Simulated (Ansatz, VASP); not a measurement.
One calculation of AgCl, two programs

Contents of POSCAR:

```
AgCl
1.0
    0.0000000000      2.7731725637      2.7731725637
    2.7731725637      0.0000000000      2.7731725637
    2.7731725637      2.7731725637      0.0000000000
Ag Cl
1 1
Direct
    0.0000000000      0.0000000000      0.0000000000
    0.5000000000      0.5000000000      0.5000000000
```

The input INCAR.step1:

```
SYSTEM = AgCl
ALGO     = Normal         ! electronic algorithm
EDIFF    = 1E-5           ! SCF threshold, eV
ENCUT    = 520            ! plane-wave cutoff, eV
GGA      = PE             ! functional
ISIF     = 2              ! what is computed and relaxed
ISMEAR   = 0              ! smearing method
LASPH    = .TRUE.         ! aspherical terms in the spheres
LCHARG   = .FALSE.        ! write CHGCAR
LREAL    = .FALSE.        ! projectors in reciprocal space
LWAVE    = .TRUE.         ! write WAVECAR
NBANDS   = 16             ! bands
NELM     = 100            ! most SCF steps
PREC     = Accurate       ! precision mode
SIGMA    = 0.01           ! smearing width, eV
```

INCAR.step2

```
SYSTEM = AgCl
AEXX     = 0.15           ! exact-exchange fraction
ALGO     = Normal         ! electronic algorithm
EDIFF    = 1E-6           ! SCF threshold, eV
ENCUT    = 520            ! plane-wave cutoff, eV
GGA      = PE             ! functional
ISIF     = 2              ! what is computed and relaxed
ISMEAR   = 0              ! smearing method
ISTART   = 1            
LASPH    = .TRUE.         ! aspherical terms in the spheres
LCHARG   = .FALSE.        ! write CHGCAR
LHFCALC  = .TRUE.         ! exact exchange
LREAL    = .FALSE.        ! projectors in reciprocal space
LWAVE    = .FALSE.        ! write WAVECAR
NBANDS   = 16             ! bands
NELM     = 100            ! most SCF steps
PREC     = Accurate       ! precision mode
PRECFOCK = Normal       
SIGMA    = 0.01           ! smearing width, eV
```

KPOINTS

```
k-points
0
G
  4 4 4
  0 0 0
```

Input for Ansatz:

```yaml
crystal:
  lattice:
    - [0.0, 2.7731725637, 2.7731725637]
    - [2.7731725637, 0.0, 2.7731725637]
    - [2.7731725637, 2.7731725637, 0.0]
  atoms:
    - { symbol: Ag, position: [0.0, 0.0, 0.0] }
    - { symbol: Cl, position: [0.5, 0.5, 0.5] }
kpoints:
  mp_grid: { grid: [4, 4, 4] }
hamiltonian:
  xc: { exchange: pbe, correlation: pbe, exx: { coeff: 0.15 } }
scf:
  occupations: { method: fixed }
  n_extra_bands: 4
output:
  forces: true
  stress: true
  eigenvalues: true
```

Alike in both runs: task single point; functional PBE-based global hybrid; k mesh 4 × 4 × 4; no spin polarisation.

```csv
,VASP,Ansatz
version,VASP 6.6.1,Ansatz 0.2.0
potentials or method,"VASP PAW PBE potentials, release 64 (Ag, Cl)",plane waves
plane-wave cutoff (eV),520,420
occupations,"gaussian, width 0.01 eV",fixed
valence electrons in the cell,18,26
```

VASP gave:

| Item | Value |
| --- | --- |
| gap on the k mesh at the Fermi level (eV) | 2.23 |
| pressure (GPa) | 1.3 |

Q: What did Ansatz give for the same quantities?

A: gap on the k mesh at the Fermi level (eV): 2.22; pressure (GPa): 1.5.

VASP's potentials were made for PBE, not for PBE-based global hybrid. VASP's potentials hold 18 valence electrons a cell and Ansatz's 26, so a difference there can come from the potentials and not from the codes. Ansatz's warnings: stress exchange threshold loose, stress scf threshold loose.

The k mesh is coarse, so the values compare programs but aren't converged.
